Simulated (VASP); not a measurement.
## P: single point with PBE

The system is P, a slab with vacuum.

```
CELL_PARAMETERS angstrom
3.16059 0.00000 0.00000
0.00000 33.54989 0.00000
0.00000 0.00000 4.63208
ATOMIC_POSITIONS crystal
P 0.00000 0.97026 0.59215
P 0.00000 0.02974 0.40785
P 0.50000 0.02974 0.09215
P 0.50000 0.97026 0.90785
```

This cell differs from its parent crystal: strain -0.0375 x Voigt [1, 1, 0, 0, 0, 0].

| Item | Value |
| --- | --- |
| Program | VASP 6.6.1 |
| Task | single point |
| Functional | PBE |
| Potentials or basis | VASP PAW PBE potentials, release 64 (P) |
| Cutoff | 520 eV |
| k mesh | 8 × 1 × 6 |
| Occupations | gaussian, width 0.05 eV |
| Spin | no spin polarisation |

* Largest force: 0.978 eV/Å
* Band gap on the k mesh: 1.07 eV (least direct gap 1.10 eV)

Forces in eV/Å, atoms in the order of the input:
```
P    0.000 -0.917 -0.339
P    0.000  0.917  0.339
P    0.000  0.917 -0.339
P    0.000 -0.917  0.339
```

Levels at points of the mesh, in eV from the valence-band top:
```csv
k point,band 8,band 9,band 10,band 11,band 12,band 13
"(0.00, 0.00, 0.00)",-1.74,-1.49,-0.03,1.07,1.93,3.25
"(0.50, 0.00, 0.00)",-2.87,-2.00,-2.00,1.17,1.17,2.26
"(0.00, 0.00, 0.50)",-2.41,-1.62,-1.62,2.61,2.61,3.95
"(0.50, 0.00, 0.50)",-4.64,-0.96,-0.96,2.53,2.53,3.54
```

It took 6.2 min on 1 thread of Oxide Virtual Turin-like Processor, with other jobs on the host, peak memory 0.48 GiB.

Caveat: the cell differs from its parent crystal (strain -0.0375 x Voigt [1, 1, 0, 0, 0, 0]); there is no dipole correction, which matters where the two faces differ.
